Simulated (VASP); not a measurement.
# Ge2SbO3 (R-3m) in VASP: a series of runs

Ge2SbO3 is run at these levels: PBE; tasks: relaxation of cell and atoms, single point.

Everything below comes from runs of VASP 6.6.1. Logs are shortened: lines on timing, memory, paths and dates and some standing lists are left out, and cuts for length are marked.

## Step 1: The cell of the first run

Symmetry: R-3m, No. 166, trigonal system. The conventional cell has a = 6.772 Å, b = 6.772 Å, c = 16.129 Å, α = 90.00°, β = 90.00°, γ = 120.00°. Within 3.2 Å of Ge (site symmetry 3m) lie 3 O at 2.45 Å. Sb (site symmetry -3m) has 6 O at 3.39 Å and 8 Ge at 3.89 to 4.18 Å within 4.5 Å. O (site symmetry 2/m) has 2 Ge at 2.45 Å within 3.2 Å.

The cell was generated, and may not be a known phase.

## Step 2: Relaxation of cell and atoms, PBE

The input, INCAR:

```
SYSTEM = Ge2SbO3
PREC     = Accurate       ! precision mode
ENCUT    = 600            ! plane-wave cutoff, eV
EDIFF    = 1E-6           ! SCF threshold, eV
ISMEAR   = 0              ! smearing method
SIGMA    = 0.1            ! smearing width, eV
LREAL    = .False.        ! projectors in reciprocal space
LASPH    = .True.         ! aspherical terms in the spheres
NELM     = 60             ! most SCF steps
ALGO     = Normal         ! electronic algorithm
ISIF     = 3              ! what is computed and relaxed
LWAVE    = .False.        ! write WAVECAR
LCHARG   = .False.        ! write CHGCAR
GGA      = PE             ! functional
IBRION   = 2              ! ionic algorithm
NSW      = 90             ! ionic steps
EDIFFG   = -0.04          ! ionic threshold
```

The input, KPOINTS:

```
regular mesh
0
Gamma
  3 3 3
  0 0 0
```

The input, POSCAR:

```
Ge2SbO3
1.0
    3.3862115400      1.9550301400      5.3763184500
   -3.3862115400      1.9550301400      5.3763184500
    0.0000000000     -3.9100602900      5.3763184500
Ge Sb O
2 1 3
Direct
    0.2585968100      0.2585968100      0.2585968100
    0.7414031900      0.7414031900      0.7414031900
    0.5000000000      0.5000000000      0.5000000000
    0.0000000000      0.0000000000      0.5000000000
    0.5000000000      0.0000000000      0.0000000000
    0.0000000000      0.5000000000      0.0000000000
```

Potentials or basis: VASP PAW PBE potentials, release 64 (Ge_d, Sb, O).

Started as:

```sh
> cat potpaw_PBE.64/Ge_d/POTCAR potpaw_PBE.64/Sb/POTCAR potpaw_PBE.64/O/POTCAR > POTCAR
> mpirun -np 1 vasp_std > vasp.out
```

OUTCAR:

```text
SYSTEM = Ge2SbO3
   PREC = Accurate
   ENCUT = 600
   EDIFF = 1E-6
   ISMEAR = 0
   LREAL = .False.
   LASPH = .True.
   NELM = 60
   ISIF = 3
   GGA = PE
   IBRION = 2
   NSW = 90
   EDIFFG = -0.04

 ion  position               nearest neighbor table
   1  0.259  0.259  0.259-
   2  0.741  0.741  0.741-
   3  0.500  0.500  0.500-
   4  0.000  0.000  0.500-
   5  0.500  0.000  0.000-
   6  0.000  0.500  0.000-

  LATTYP: Found a trigonal (rhomboedric) cell.
 ALAT       =     6.6478095278
 COS(alpha) =     0.4810792569

  Lattice vectors:

 A1 = (   3.3862115400,   1.9550301400,   5.3763184500)
 A2 = (  -3.3862115400,   1.9550301400,   5.3763184500)
 A3 = (   0.0000000000,  -3.9100602900,   5.3763184500)

Analysis of symmetry for initial positions (statically):
=====================================================================
 Subroutine PRICEL returns:
 Original cell was already a primitive cell.

 Routine SETGRP: Setting up the symmetry group for a
 trigonal (rhombohedral) supercell.

 Subroutine GETGRP returns: Found 12 space group operations
 (whereof 12 operations were pure point group operations)
 out of a pool of 12 trial point group operations.

The static configuration has the point symmetry D_3d.

Analysis of symmetry for dynamics (positions and initial velocities):
=====================================================================
 Subroutine PRICEL returns:
 Original cell was already a primitive cell.

 Routine SETGRP: Setting up the symmetry group for a
 trigonal (rhombohedral) supercell.

 Subroutine GETGRP returns: Found 12 space group operations
 (whereof 12 operations were pure point group operations)
 out of a pool of 12 trial point group operations.

The dynamic configuration has the point symmetry D_3d.

 Subroutine INISYM returns: Found 12 space group operations
 (whereof 12 operations are pure point group operations),
 and found     1 'primitive' translations

----------------------------------------------------------------------------------------

                                     Primitive cell

  volume of cell :     213.5521

  direct lattice vectors                    reciprocal lattice vectors
     3.386211540  1.955030140  5.376318450     0.147657639  0.085250177  0.062000296
    -3.386211540  1.955030140  5.376318450    -0.147657639  0.085250177  0.062000296
     0.000000000 -3.910060290  5.376318450     0.000000000 -0.170500355  0.062000296

  length of vectors
     6.647809528  6.647809528  6.647809530     0.181423283  0.181423283  0.181423283

  position of ions in fractional coordinates (direct lattice)
[... 66 lines left out ...]
   ENCUT  =  600.0 eV  44.10 Ry    6.64 a.u.  13.28 13.28 13.28*2*pi/ulx,y,z
   NELM   =     60;   NELMIN=  2; NELMDL= -5     # of ELM steps
   EDIFF  = 0.1E-05   stopping-criterion for ELM
   LREAL  =      F    real-space projection
   EDIFFG = -.4E-01   stopping-criterion for IOM
   NSW    =     90    number of steps for IOM
   IBRION =      2    ionic relax: 0-MD 1-quasi-New 2-CG
   NFREE  =      1    steps in history (QN), initial steepest desc. (CG)
   ISIF   =      3    stress and relaxation
   ISYM   =      2    0-nonsym 1-usesym 2-fastsym
   POTIM  = 0.5000    time-step for ionic-motion
   TEBEG  =    0.0;   TEEND  =   0.0 temperature during run
   PSTRESS=    0.0 pullay stress
   NELECT =      51.0000    total number of electrons
   NUPDOWN=      -1.0000    fix difference up-down
   EMIN   =  10.00;   EMAX   =-10.00  energy-range for DOS
   EFERMI =   0.00;   METHOD = LEGACY
   ISMEAR =     0;   SIGMA  =   0.10  broadening in eV -4-tet -1-fermi 0-gaus
   EFERMI_NEDOS =   21; number of points for ismear=-14 and -15
   IALGO  =     38    algorithm
   IMIX   =      4    mixing-type and parameters
     AMIX     =   0.40;   BMIX     =  1.00
     AMIX_MAG =   1.60;   BMIX_MAG =  1.00
  volume/ion in A,a.u.               =      35.59       240.19
  Fermi-wavevector in a.u.,A,eV,Ry     =   1.015696  1.919387 14.036285  1.031638
  Thomas-Fermi vector in A             =   2.148997
   LORBIT       =      0    0 simple, 1 ext, 2 COOP (PROOUT), +10 PAW based schemes
   GGA     = PE    functional components
   LHFCALC =     F    Hartree Fock is set to
   AEXX    =    0.0000 exact exchange contribution
   IVDW    =     0    specifies the selected vdW correction
   LEPSILON=     F    determine dielectric tensor
   LRPA    =     F    only Hartree local field effects (RPA)
 conjugate gradient relaxation of ions
 non-spin polarized calculation
 Gauss-broadening in eV      SIGMA  =   0.10
  energy-cutoff  :      600.00
  volume of cell :      213.55
 maximum number of plane-waves:      7149
 NGX is ok and might be reduce to    54
   NGX = 27   NGY = 27   NGZ = 27

--------------------------------------- Ionic step        1  -------------------------------------------

 number of electron      51.0000012 magnetization

 Free energy of the ion-electron system (eV)
  ---------------------------------------------------
  ext. energy  EPLUGINS =         0.00000000
  ---------------------------------------------------
  free energy    TOTEN  =       -23.72860902 eV

  energy without entropy =      -23.66150759  energy(sigma->0) =      -23.69505830

 E-fermi :  -0.9674     XC(G=0):  -6.7428

 val. band max:       -0.9766197961   @ k =  -0.3333   0.3333   0.0000
 cond. band min:      -0.9442292369   @ k =   0.3333   0.0000  -0.0000
 fundamental gap:      0.0323905592
 Fermi energy:        -0.9673944997

 k-point     1 :       0.0000    0.0000    0.0000
  band No.  band energies     occupation
      1     -26.0027      2.00000
      2     -26.0027      2.00000
      3     -26.0020      2.00000
      4     -26.0020      2.00000
      5     -25.9565      2.00000
      6     -25.9565      2.00000
[... 300 lines left out ...]
  FREE ENERGIE OF THE ION-ELECTRON SYSTEM (eV)
  ---------------------------------------------------
  free  energy   TOTEN  =       -32.4350699312 eV

  energy  without entropy=      -32.4114773124  energy(sigma->0) =      -32.42327362

[... ionic steps 4 to 22 ...]

--------------------------------------- Ionic step       23  -------------------------------------------

 number of electron      51.0000003 magnetization

------------------------ aborting loop because EDIFF is reached ----------------------------------------
[... 75 lines left out ...]
--------------------------------------- Ionic step       25  -------------------------------------------

 number of electron      51.0000002 magnetization

 Free energy of the ion-electron system (eV)
  ---------------------------------------------------
  ext. energy  EPLUGINS =         0.00000000
  ---------------------------------------------------
  free energy    TOTEN  =       -32.63426307 eV

  energy without entropy =      -32.60090214  energy(sigma->0) =      -32.61758260

 E-fermi :   4.6509     XC(G=0):  -9.4564

 val. band max:        4.6137779363   @ k =   0.3333   0.3333  -0.0000
 cond. band min:       4.6771964505   @ k =  -0.3333   0.3333   0.3333
 fundamental gap:      0.0634185141
 Fermi energy:         4.6509128283

 k-point     1 :       0.0000    0.0000    0.0000
  band No.  band energies     occupation
      1     -20.9122      2.00000
      2     -20.9122      2.00000
      3     -20.7877      2.00000
      4     -20.7877      2.00000
      5     -20.6871      2.00000
      6     -20.6871      2.00000
[... 220 lines left out ...]
  FREE ENERGIE OF THE ION-ELECTRON SYSTEM (eV)
  ---------------------------------------------------
  free  energy   TOTEN  =       -32.6342630656 eV

  energy  without entropy=      -32.6009021387  energy(sigma->0) =      -32.61758260

 reached required accuracy - stopping structural energy minimisation
```

OSZICAR:

```text
N       E                     dE             d eps       ncg     rms          rms(c)
DAV:   1     0.552839258745E+03    0.55284E+03   -0.25113E+04   434   0.268E+03
DAV:   2     0.809896479646E+02   -0.47185E+03   -0.45972E+03   408   0.711E+02
DAV:   3    -0.261137230093E+02   -0.10710E+03   -0.10334E+03   500   0.207E+02
[... 256 lines left out ...]
DAV:   3    -0.326344226474E+02    0.43861E-03   -0.73586E-04   532   0.470E-01    0.713E-02
DAV:   4    -0.326342681134E+02    0.15453E-03   -0.31964E-04   492   0.298E-01    0.196E-02
DAV:   5    -0.326342657229E+02    0.23904E-05   -0.77077E-05   430   0.109E-01    0.115E-02
DAV:   6    -0.326342632423E+02    0.24806E-05   -0.52271E-06   370   0.306E-02    0.240E-03
DAV:   7    -0.326342630656E+02    0.17672E-06   -0.48276E-07   198   0.674E-03
  25 F= -.32634263E+02 E0= -.32617583E+02  d E =-.110233E-02
```

CONTCAR:

```text
Ge2SbO3
   1.00000000000000
     2.8495834892213354    1.6452077922282058    3.8698354773244033
    -2.8495834892213354    1.6452077922282058    3.8698354773244033
     0.0000000000000001   -3.2904155902746162    3.8698354764947069
  Ge              Sb              O
     2     1     3
Direct
     0.2416728033571499    0.2416728033571499    0.2416728033564815
     0.7583271966428502    0.7583271966428502    0.7583271966435187
     0.5000000000000000    0.5000000000000000    0.5000000000000000
     0.0000000000000000    0.0000000000000000    0.5000000000000000
     0.5000000000000000    0.0000000000000000    0.0000000000000000
     0.0000000000000000    0.5000000000000000    0.0000000000000000

  0.00000000E+00  0.00000000E+00  0.00000000E+00
  0.00000000E+00  0.00000000E+00  0.00000000E+00
  0.00000000E+00  0.00000000E+00  0.00000000E+00
  0.00000000E+00  0.00000000E+00  0.00000000E+00
  0.00000000E+00  0.00000000E+00  0.00000000E+00
  0.00000000E+00  0.00000000E+00  0.00000000E+00
```

It took 32 min on 1 thread of Oxide Virtual Turin-like, shared host; peak memory 0.43 GiB.

Results:

* Free energy: -32.6343 eV
* Relaxed volume: 18.14 Å³/atom
* Relaxed cell: a = 5.080 Å, b = 5.080 Å, c = 5.080 Å, α = 68.25°, β = 68.25°, γ = 68.25°
* Space group after relaxing (to 0.1 Å): R-3m (No. 166)
* Energy gained by relaxing: 1484.3 meV/atom
* Ionic steps: 25
* Pressure after relaxing: 0.1 GPa
* Largest force after relaxing: 0.018 eV/Å
* Band gap on the k mesh: zero (an odd number of electrons rules out a gap without spin polarisation)

Forces in eV/Å, atoms in the order of the input:
```
Ge   0.000  0.000  0.018
Ge   0.000  0.000 -0.018
Sb   0.000  0.000  0.000
O    0.000  0.000  0.000
O    0.000  0.000  0.000
O    0.000  0.000  0.000
```

The path:
```tsv
step	energy change (eV)	largest force (eV/Å)	pressure (GPa)	volume (Å³)
1	0.0000	4.3630	-12.12	213.55
2	-7.5516	2.7115	-10.86	140.66
3	-8.7065	0.5518	0.92	116.42
4	-8.7130	0.1393	-0.79	118.54
5	-8.7192	0.0394	-0.74	117.71
6	-8.7242	0.1662	-0.69	116.06
7	-8.7276	0.0671	0.35	114.50
8	-8.7278	0.0272	0.23	114.76
9	-8.7319	0.0528	0.22	114.40
10	-8.7500	0.1238	0.35	113.32
11	-8.8028	0.2214	0.71	111.06
12	-8.8888	0.2198	2.12	106.14
13	-8.8894	0.2371	1.82	106.84
14	-8.8899	0.2279	2.00	106.42
15	-8.8919	0.1891	1.89	106.42
16	-8.8937	0.0905	1.67	106.39
17	-8.8957	0.0703	1.54	106.58
18	-8.9005	0.0127	1.11	107.16
19	-8.9045	0.1008	0.26	108.33
20	-8.9045	0.1271	-0.06	108.60
21	-8.9045	0.1159	-0.02	108.50
22	-8.9046	0.1075	0.14	108.42
23	-8.9048	0.0954	0.02	108.46
24	-8.9053	0.0575	0.06	108.59
25	-8.9057	0.0177	0.07	108.85
```

Final structure:
```
Ge Sb O
1.0
     2.84958    1.64521    3.86984
    -2.84958    1.64521    3.86984
     0.00000   -3.29042    3.86984
Ge Sb O
2 1 3
Direct
  0.24167 0.24167 0.24167
  0.75833 0.75833 0.75833
  0.50000 0.50000 0.50000
  0.00000 0.00000 0.50000
  0.50000 0.00000 0.00000
  0.00000 0.50000 0.00000
```

Levels at points of the mesh, in eV from the Fermi level:
```csv
k point,band 21,band 22,band 23,band 24,band 25,band 26,band 27,band 28,band 29,band 30
"(0.00, 0.00, 0.00)",-4.42,-3.17,-3.06,-3.06,-2.91,1.06,1.06,1.72,1.72,2.67
```

Caveat: the k points lie up to 0.46 Å⁻¹ apart in the final cell, too coarse for converged energies and pressures of a metal; the volume moved by over 15 % at a fixed basis, so the end points are rough; spin-orbit coupling is left out, which moves the levels of the heavy elements; an odd number of electrons without spin polarisation forces a metal; a magnetic or distorted state may lie lower.

## Step 3: Relaxation of cell and atoms, PBE

This run uses another cell than the first one, of 18.14 Å³/atom.

The input, INCAR:

```
SYSTEM = Ge2SbO3
ALGO = Fast ; EDIFF = 1E-6
EDIFFG = -0.04 ; ENCUT = 600
GGA = PE ; IBRION = 2
ISIF = 3 ; ISMEAR = 0
LASPH = .TRUE. ; LCHARG = .FALSE.
LREAL = .FALSE. ; LWAVE = .FALSE.
NELM = 60 ; NSW = 90
PREC = Accurate ; SIGMA = 0.1
```

The input, KPOINTS:

```
k-points
0
G
  6 6 6
  0 0 0
```

The input, POSCAR:

```
Ge2SbO3
1.0
    2.8476657938      1.6441006126      3.8750870606
   -2.8476657938      1.6441006126      3.8750870606
    0.0000000000     -3.2882012252      3.8750870606
Ge Sb O
2 1 3
Direct
    0.2417808064      0.2417808064      0.2417808064
    0.7582191936      0.7582191936      0.7582191936
    0.5000000000      0.5000000000      0.5000000000
    0.0000000000      0.0000000000      0.5000000000
    0.5000000000      0.0000000000      0.0000000000
    0.0000000000      0.5000000000      0.0000000000
```

Potentials or basis: VASP PAW PBE potentials, release 64 (Ge_d, Sb, O).

Started as:

```sh
> cat potpaw_PBE.64/Ge_d/POTCAR potpaw_PBE.64/Sb/POTCAR potpaw_PBE.64/O/POTCAR > POTCAR
> mpirun -np 1 vasp_std > vasp.out
```

It took 12 min on 1 thread of Oxide Virtual Turin-like, shared host; peak memory 0.31 GiB.

It converged, with:

```yaml
Free_energy: -32.7167 eV
Relaxed_volume: 18.01 Å³/atom
Relaxed_cell: a = 5.069 Å, b = 5.069 Å, c = 5.069 Å, α = 68.18°, β = 68.18°, γ = 68.18°
Space_group_after_relaxing_to_0.1_Å: R-3m (No. 166)
Energy_gained_by_relaxing: 0.3 meV/atom
Ionic_steps: 5
Pressure_after_relaxing: -0.1 GPa
Largest_force_after_relaxing: 0.025 eV/Å
Band_gap_on_the_k_mesh: zero (an odd number of electrons rules out a gap without spin polarisation)
```

Forces on the atoms (eV/Å):
```
Ge   0.000  0.000  0.025
Ge   0.000  0.000 -0.025
Sb   0.000  0.000  0.000
O    0.000  0.000  0.000
O    0.000  0.000  0.000
O    0.000  0.000  0.000
```

Step by step:
```tsv
step	energy change (eV)	largest force (eV/Å)	pressure (GPa)	volume (Å³)
1	0.0000	0.0234	-0.59	108.86
2	-0.0009	0.1211	0.31	107.81
3	-0.0013	0.0600	0.00	108.18
4	-0.0013	0.0607	-0.03	108.20
5	-0.0016	0.0249	-0.06	108.06
```

Final structure:
```cif
data_structure
_symmetry_space_group_name_H-M 'P 1'
_symmetry_Int_Tables_number 1
_cell_length_a 5.0691
_cell_length_b 5.0691
_cell_length_c 5.0691
_cell_angle_alpha 68.181
_cell_angle_beta 68.181
_cell_angle_gamma 68.181
_cell_volume 108.06
loop_
_atom_site_label
_atom_site_type_symbol
_atom_site_fract_x
_atom_site_fract_y
_atom_site_fract_z
_atom_site_occupancy
Ge1 Ge 0.24195 0.24195 0.24195 1
Ge2 Ge 0.75805 0.75805 0.75805 1
Sb1 Sb 0.50000 0.50000 0.50000 1
O1 O 0.00000 0.00000 0.50000 1
O2 O 0.50000 0.00000 0.00000 1
O3 O 0.00000 0.50000 0.00000 1
```

Levels at points of the mesh, in eV from the Fermi level:
```csv
k point,band 21,band 22,band 23,band 24,band 25,band 26,band 27,band 28,band 29,band 30
"(0.00, 0.00, 0.00)",-4.41,-3.19,-3.08,-3.08,-2.94,1.04,1.04,1.77,1.77,2.71
"(0.50, 0.00, 0.00)",-4.01,-3.92,-3.82,-3.12,-1.49,-0.91,1.24,1.28,2.80,4.79
"(0.50, 0.50, 0.00)",-3.94,-3.77,-3.14,-2.99,-0.94,-0.56,0.39,0.71,3.12,4.40
"(0.50, 0.50, 0.50)",-4.06,-3.16,-3.05,-3.05,-2.39,1.34,1.34,3.42,3.64,3.65
```

Caveat: spin-orbit coupling is left out, which moves the levels of the heavy elements; an odd number of electrons without spin polarisation forces a metal; a magnetic or distorted state may lie lower.

## Step 4: Single point, PBE

This run uses another cell than the first one, of 18.05 Å³/atom.

The input, INCAR:

```
  PREC = Accurate
  ENCUT = 520
  EDIFF = 1E-6
  ISMEAR = 0
  SIGMA = 0.1
  LREAL = False
  LASPH = True
  NELM = 100
  ALGO = Fast
  ISIF = 2
  LWAVE = False
  LCHARG = False
  GGA = PE
  NBANDS = 34
```

The input, KPOINTS:

```
regular mesh
0
Gamma
  12 12 12
```

The input, POSCAR:

```
Ge2SbO3
1.0
    2.8449285684      1.6425202748      3.8628143718
   -2.8449285684      1.6425202748      3.8628143718
    0.0000000000     -3.2850405496      3.8628143718
Ge Sb O
2 1 3
Direct
    0.2418595151      0.2418595151      0.2418595151
    0.7581404849      0.7581404849      0.7581404849
    0.5000000000      0.5000000000      0.5000000000
    0.0000000000      0.0000000000      0.5000000000
    0.5000000000      0.0000000000      0.0000000000
    0.0000000000      0.5000000000      0.0000000000
```

Started as:

```sh
> cat potpaw_PBE.64/Ge_d/POTCAR potpaw_PBE.64/Sb/POTCAR potpaw_PBE.64/O/POTCAR > POTCAR
> mpirun -np 1 vasp_std > vasp.out
```

Run time: 22 min. Hardware: 1 thread of Oxide Virtual Turin-like, shared host; peak memory 0.66 GiB.

Results (log left out):

```
Free energy            : -32.7100 eV
Pressure               : -0.1 GPa
Largest force          : 0.017 eV/Å
Band gap on the k mesh : zero (an odd number of electrons rules out a gap without spin polarisation)
```

Forces on the atoms (eV/Å):
```
Ge   0.000  0.000  0.017
Ge   0.000  0.000 -0.017
Sb   0.000  0.000  0.000
O    0.000  0.000  0.000
O    0.000  0.000  0.000
O    0.000  0.000  0.000
```

Stress tensor (GPa, compression positive):
```
-0.17  0.00  0.00
 0.00 -0.17  0.00
 0.00  0.00 -0.06
```

Levels at points of the mesh, in eV from the Fermi level:
| k point | band 23 | band 24 | band 25 | band 26 | band 27 | band 28 |
| --- | --- | --- | --- | --- | --- | --- |
| (0.00, 0.00, 0.00) | -3.05 | -3.05 | -2.91 | 1.07 | 1.07 | 1.78 |
| (0.50, 0.00, 0.00) | -3.79 | -3.09 | -1.45 | -0.89 | 1.25 | 1.30 |
| (0.50, 0.50, 0.00) | -3.11 | -2.96 | -0.91 | -0.53 | 0.42 | 0.73 |
| (0.50, 0.50, 0.50) | -3.01 | -3.01 | -2.35 | 1.36 | 1.36 | 3.44 |

Caveat: spin-orbit coupling is left out, which moves the levels of the heavy elements; an odd number of electrons without spin polarisation forces a metal; a magnetic or distorted state may lie lower.

## Step 5: Summary

```csv
task,cell,k mesh,cutoff (eV),gap on the mesh (eV),pressure (GPa),relaxed volume (Å³/atom),largest force (eV/Å)
relaxation of cell and atoms,"relaxed from a = 6.648 Å, angles 61.2°, 6 atoms, atomic positions A",3 × 3 × 3,600,none,0.1,18.14,0.02
relaxation of cell and atoms,"relaxed from a = 5.082 Å, angles 68.2°, 6 atoms, atomic positions B",6 × 6 × 6,600,none,-0.1,18.01,0.02
single point,"a = 5.071 Å, angles 68.3°, 6 atoms, atomic positions C",12 × 12 × 12,520,none,-0.1,-,0.02
```

Alike in all rows: level PBE; potentials or basis VASP PAW PBE potentials, release 64 (Ge_d, Sb, O); no spin polarisation; smearing gaussian 0.1 eV.

Caveats: some runs use coarse meshes; spin-orbit coupling is left out, which moves the levels of the heavy elements; an odd number of electrons without spin polarisation forces a metal; a magnetic or distorted state may lie lower; the volume moved by over 15 % at a fixed basis, so the end points are rough (at least some runs).

Absolute energies hang on the potentials; compare differences alone.

The gap in the log of VASP goes by the Fermi energy; the results here count the filled bands.